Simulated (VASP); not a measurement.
# Ru (P6_3/mmc) in VASP: notebook

Ru is run at these levels: LDA, PBEsol, r2SCAN; tasks: electric field gradients.

Program: VASP 6.6.1. These are calculated values, not measurements. Logs are shortened: lines on timing, memory, paths and dates and some standing lists are left out, and cuts for length are marked.

## (1) The cell of the first run

Symmetry: P6_3/mmc, No. 194, hexagonal system. Conventional cell: a = 2.706 Å, b = 2.706 Å, c = 4.282 Å, α = 90.00°, β = 90.00°, γ = 120.00°. Within 3.5 Å of Ru (site symmetry -6m2) lie 12 Ru at 2.65 to 2.71 Å.

## (2) Electric field gradients, LDA

Input file INCAR:

```
SYSTEM = Ru
ALGO = Normal ; EDIFF = 1E-8
ENCUT = 520 ; GGA = CA
ISIF = 2 ; ISMEAR = -1
LASPH = .True. ; LCHARG = .False.
LEFG = .True. ; LREAL = .False.
LWAVE = .False. ; NBANDS = 21
NELM = 60 ; PREC = Accurate
SIGMA = 0.05
```

Input file KPOINTS:

```
k-points
0
Gamma
  20 20 11
  0 0 0
```

Input file POSCAR:

```
Ru
1.0
    2.7058000000      0.0000000000      0.0000000000
   -1.3529000000      2.3432915376      0.0000000000
    0.0000000000      0.0000000000      4.2819000000
Ru
2
Direct
    0.3333333333      0.6666666667      0.2500000000
    0.6666666667      0.3333333333      0.7500000000
```

Potentials or basis: VASP PAW LDA potentials, release 64 (Ru_pv).

Run with:

```sh
cat potpaw_LDA.64/Ru_pv/POTCAR > POTCAR
mpirun -np 1 vasp_std > vasp.out
```

OUTCAR:

```text
SYSTEM = Ru
   EDIFF = 1E-8
   ENCUT = 520
   GGA = CA
   ISIF = 2
   ISMEAR = -1
   LASPH = .True.
   LREAL = .False.
   NELM = 60
   PREC = Accurate

 ion  position               nearest neighbor table
   1  0.333  0.667  0.250-   2 2.65   2 2.65   2 2.65   2 2.65   2 2.65   2 2.65
   2  0.667  0.333  0.750-   1 2.65   1 2.65   1 2.65   1 2.65   1 2.65   1 2.65

  LATTYP: Found a hexagonal cell.
 ALAT       =     2.7058000000
 C/A-ratio  =     1.5824894671

  Lattice vectors:

 A1 = (   2.7058000000,   0.0000000000,   0.0000000000)
 A2 = (  -1.3529000000,   2.3432915376,   0.0000000000)
 A3 = (   0.0000000000,   0.0000000000,   4.2819000000)

Analysis of symmetry for initial positions (statically):
=====================================================================
 Subroutine PRICEL returns:
 Original cell was already a primitive cell.

 Routine SETGRP: Setting up the symmetry group for a
 hexagonal supercell.

 Subroutine GETGRP returns: Found 24 space group operations
 (whereof 12 operations were pure point group operations)
 out of a pool of 24 trial point group operations.

The static configuration has the point symmetry D_3d.
 The point group associated with its full space group is D_6h.

Analysis of symmetry for dynamics (positions and initial velocities):
=====================================================================
 Subroutine PRICEL returns:
 Original cell was already a primitive cell.

 Routine SETGRP: Setting up the symmetry group for a
 hexagonal supercell.

 Subroutine GETGRP returns: Found 24 space group operations
 (whereof 12 operations were pure point group operations)
 out of a pool of 24 trial point group operations.

The dynamic configuration has the point symmetry D_3d.
 The point group associated with its full space group is D_6h.

 Subroutine INISYM returns: Found 24 space group operations
 (whereof 12 operations are pure point group operations),
 and found     1 'primitive' translations

----------------------------------------------------------------------------------------

                                     Primitive cell

  volume of cell :      27.1493

[... 121 lines left out ...]
  volume of cell :       27.15
 maximum number of plane-waves:       752
 NGX is ok and might be reduce to    20
   NGX =  9   NGY =  9   NGZ = 15

 number of electron      28.0000008 magnetization

 Free energy of the ion-electron system (eV)
  ---------------------------------------------------
  ext. energy  EPLUGINS =         0.00000000
  ---------------------------------------------------
  free energy    TOTEN  =       -21.36319913 eV

  energy without entropy =      -21.34939945  energy(sigma->0) =      -21.35629929

 E-fermi :  12.7199     XC(G=0): -14.3827

 val. band max:       12.7176672983   @ k =   0.5000   0.0000   0.1818
 cond. band min:      12.7217891781   @ k =   0.3000   0.1000   0.1818
 fundamental gap:      0.0041218798
 Fermi energy:        12.7198696637

 k-point     1 :       0.0000    0.0000    0.0000
  band No.  band energies     occupation
      1     -30.7649      2.00000
      2     -29.8198      2.00000
      3     -29.8198      2.00000
      4     -29.6469      2.00000
      5     -29.6469      2.00000
      6     -29.6014      2.00000
[... 565 lines left out ...]
     20      22.6655      0.00000
     21      22.7065      0.00000

 [... further k-points ...]

------------------------ aborting loop because EDIFF is reached ----------------------------------------

  FORCE on cell =-STRESS in cart. coord.  units (eV):
  Direction    XX          YY          ZZ          XY          YZ          ZX
  --------------------------------------------------------------------------------------
  -------------------------------------------------------------------------------------
  Total       -1.8170046     -1.8170046     -2.2027592     -0.0000000      0.0000000      0.0000000
  in kB     -107.2279681   -107.2279681   -129.9927333     -0.0000000      0.0000000      0.0000000
  external PRESSURE =    -114.8162231 kB  Pullay stress =       0.0000000 kB

 VOLUME and BASIS-vectors are now :
 -----------------------------------------------------------------------------
  energy-cutoff  :      520.00
  volume of cell :       27.15
      direct lattice vectors                 reciprocal lattice vectors
     2.705800000  0.000000000  0.000000000     0.369576465  0.213375072  0.000000000
    -1.352900000  2.343291538  0.000000000     0.000000000  0.426750144  0.000000000
     0.000000000  0.000000000  4.281900000     0.000000000  0.000000000  0.233541185

 POSITION                                       TOTAL-FORCE (eV/Angst)
 -----------------------------------------------------------------------------------
     -0.00000      1.56219      1.07048         0.000000     -0.000000      0.000000
      1.35290      0.78110      3.21143        -0.000000      0.000000      0.000000
 -----------------------------------------------------------------------------------
    total drift:                               -0.000000      0.000000     -0.000000

  FREE ENERGIE OF THE ION-ELECTRON SYSTEM (eV)
  ---------------------------------------------------
  free  energy   TOTEN  =       -21.3631991262 eV

  energy  without entropy=      -21.3493994507  energy(sigma->0) =      -21.35629929

 Electric field gradients (V/A^2)
---------------------------------------------------------------------
 ion       V_xx      V_yy      V_zz      V_xy      V_xz      V_yz
---------------------------------------------------------------------
   1       8.002     8.004   -16.005     0.002     0.000    -0.000
   2       8.002     8.004   -16.005     0.002    -0.000     0.000
---------------------------------------------------------------------

 Electric field gradients after diagonalization (V/A^2)
 (convention: |V_zz| > |V_xx| > |V_yy|)
----------------------------------------------------------------------
 ion       V_xx      V_yy      V_zz     asymmetry (V_yy - V_xx)/ V_zz
----------------------------------------------------------------------
   1       8.005     8.001   -16.005       0.000
   2       8.005     8.001   -16.005       0.000
----------------------------------------------------------------------

           NMR quadrupolar parameters

 Cq : quadrupolar parameter    Cq=e*Q*V_zz/h
 eta: asymmetry parameters     (V_yy - V_xx)/ V_zz
 Q  : nuclear electric quadrupole moment in mb (millibarn)
----------------------------------------------------------------------
 ion       Cq(MHz)       eta       Q (mb)
----------------------------------------------------------------------
   1      -0.039       0.000       1.000
   2      -0.039       0.000       1.000
----------------------------------------------------------------------
```

OSZICAR:

```text
N       E                     dE             d eps       ncg     rms          rms(c)
DAV:   1     0.287334961367E+03    0.28733E+03   -0.17537E+04 11144   0.149E+03
DAV:   2    -0.168110958452E+02   -0.30415E+03   -0.29484E+03 11333   0.446E+02
DAV:   3    -0.228179545765E+02   -0.60069E+01   -0.59704E+01 13133   0.701E+01
DAV:   4    -0.228635444987E+02   -0.45590E-01   -0.45517E-01 13574   0.588E+00
DAV:   5    -0.228641829830E+02   -0.63848E-03   -0.63320E-03 12710   0.628E-01    0.184E+01
DAV:   6    -0.214562524680E+02    0.14079E+01   -0.32834E+00 12618   0.173E+01    0.463E+00
DAV:   7    -0.213745796606E+02    0.81673E-01   -0.44270E-01 12683   0.456E+00    0.102E+00
DAV:   8    -0.213643472316E+02    0.10232E-01   -0.16836E-02 12008   0.117E+00    0.407E-01
DAV:   9    -0.213631765609E+02    0.11707E-02   -0.10978E-03 12693   0.359E-01    0.291E-02
DAV:  10    -0.213631994383E+02   -0.22877E-04   -0.36225E-05 12418   0.622E-02    0.136E-02
DAV:  11    -0.213631991617E+02    0.27659E-06   -0.66256E-06 12553   0.243E-02    0.125E-03
DAV:  12    -0.213631991339E+02    0.27758E-07   -0.82039E-08 12658   0.261E-03    0.819E-04
DAV:  13    -0.213631991262E+02    0.77021E-08   -0.38580E-09  8019   0.595E-04
   1 F= -.21363199E+02 E0= -.21356299E+02  d E =-.137997E-01
```

stdout:

```text
POSCAR found type information on POSCAR Ru
 POSCAR found :  1 types and       2 ions
 scaLAPACK will be used
 LDA part: xc-table for (Slater(with rela. corr.)+CA(PZ))
 , standard interpolation
 POSCAR, INCAR and KPOINTS ok, starting setup
 FFT: planning ... GRIDC
 FFT: planning ... GRID_SOFT
 FFT: planning ... GRID
 WAVECAR not read
 entering main loop
ion   1

ion   2
```

Run time: 1.7 min. Hardware: 1 thread of Intel Xeon Platinum 8488C (Sapphire Rapids), shared host; peak memory 0.22 GiB.

What came out:

```
Free energy                             : -21.3632 eV
Pressure                                : -11.5 GPa
Band gap on the k mesh                  : zero (bands 14 and 15 overlap by 3.26 eV)
Largest electric field gradient by atom : Ru -16.0 V/Å²
```

Electric field gradients, principal values (V/Å²):
```
atom  least  middle  greatest (by size)
1 Ru  8.001   8.005             -16.005
2 Ru  8.001   8.005             -16.005
```

Caveat: the cell stands under tension; without QUAD_EFG the Cq values of the log hold for a quadrupole moment of 1 mb, not for the nuclei.

[end of part 1 of 2]
